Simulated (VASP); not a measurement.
Here is a VASP 6.6.1 calculation.

Contents of POSCAR:

```
Si
1.0
    4.0128347832     -0.0000000001      0.0000211780
   -2.0064173916      3.4752168635      0.0000000000
    2.0064331738      1.1584147330      3.0940337062
Si
2
Direct
    0.0043394433      0.5021697216      0.4934911619
    0.4956605567      0.2478302784      0.2565088381
```

The input INCAR.step1:

```
SYSTEM = Si
ALGO     = Normal         ! electronic algorithm
EDIFF    = 1E-4           ! SCF threshold, eV
ENCUT    = 520            ! plane-wave cutoff, eV
GGA      = PE             ! functional
ISMEAR   = 0              ! smearing method
ISYM     = 0            
LASPH    = .TRUE.         ! aspherical terms in the spheres
LCHARG   = .FALSE.        ! write CHGCAR
LREAL    = .FALSE.        ! projectors in reciprocal space
LWAVE    = .TRUE.         ! write WAVECAR
NBANDS   = 11             ! bands
NELM     = 60             ! most SCF steps
PREC     = Accurate       ! precision mode
SIGMA    = 0.02           ! smearing width, eV
```

The input INCAR.step2:

```
SYSTEM = Si
ALGO     = Normal         ! electronic algorithm
EDIFF    = 1E-6           ! SCF threshold, eV
ENCUT    = 520            ! plane-wave cutoff, eV
ISIF     = 2              ! what is computed and relaxed
ISMEAR   = 0              ! smearing method
ISTART   = 1            
ISYM     = 0            
LASPH    = .TRUE.         ! aspherical terms in the spheres
LCHARG   = .FALSE.        ! write CHGCAR
LMIXTAU  = .TRUE.       
LREAL    = .FALSE.        ! projectors in reciprocal space
LWAVE    = .FALSE.        ! write WAVECAR
METAGGA  = R2SCAN         ! meta-GGA
NBANDS   = 11             ! bands
NELM     = 60             ! most SCF steps
PREC     = Accurate       ! precision mode
SIGMA    = 0.02           ! smearing width, eV
```

The input KPOINTS:

```
k-points
0
G
  9 9 12
  0 0 0
```

Potentials or basis: VASP PAW PBE potentials, release 64 (Si).

Launch:

```console
$ cat potpaw_PBE.64/Si/POTCAR > POTCAR
$ cp INCAR.step1 INCAR
$ mpirun -np 1 vasp_std > vasp.out
$ cp INCAR.step2 INCAR
$ mpirun -np 1 vasp_std > vasp.out
```

Problem. Estimate the band gap on the k mesh.

Solution. 0.52 eV, indirect (least direct gap 2.18 eV).

Problem. Predict the largest force.

Solution. 0.004 eV/Å.

Problem. Predict the pressure.

Solution. -5.8 GPa.

Stress tensor (GPa, compression positive):
```
-8.59  0.00  0.00
 0.00 -8.59  0.00
 0.00  0.00 -0.15
```

Caveat: the PAW data sets were made with another functional, which shifts forces and pressure a little. A k mesh can miss the band edges.
